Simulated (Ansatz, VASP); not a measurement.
# Two plane-wave programs on InP

```
In P
1.0
     0.00000    2.60748    2.60748
     2.60748    0.00000    2.60748
     2.60748    2.60748    0.00000
In P
1 1
Direct
  0.00000 0.00000 0.00000
  0.75000 0.75000 0.75000
```

Alike in both runs: task relaxation of cell and atoms; functional PBE; k mesh 6 × 6 × 6; occupations gaussian, width 0.1 eV; no spin polarisation.

|  | VASP | Ansatz |
| --- | --- | --- |
| version | VASP 6.6.1 | Ansatz 0.2.0 |
| potentials or method | VASP PAW PBE potentials, release 64 (In_d, P), cutoff 600 eV | scalar-relativistic, plane waves, PAW |
| valence electrons in the cell | 18 | 18 |

Ansatz gave:

```
gap on the k mesh at the Fermi level, each at its own relaxed structure (eV) : 0.45
relaxed volume (Å³/atom)                                                     : 26.39
relaxed cell length with the largest relative difference (Å)                 : 4.210
```

Question: Which values does VASP return?

Answer: gap on the k mesh at the Fermi level, each at its own relaxed structure (eV): 0.44; relaxed volume (Å³/atom): 26.43; relaxed cell length with the largest relative difference (Å): 4.213.

Noted on VASP's run: the volume moved by over 15 % at a fixed basis, so the end points are rough.
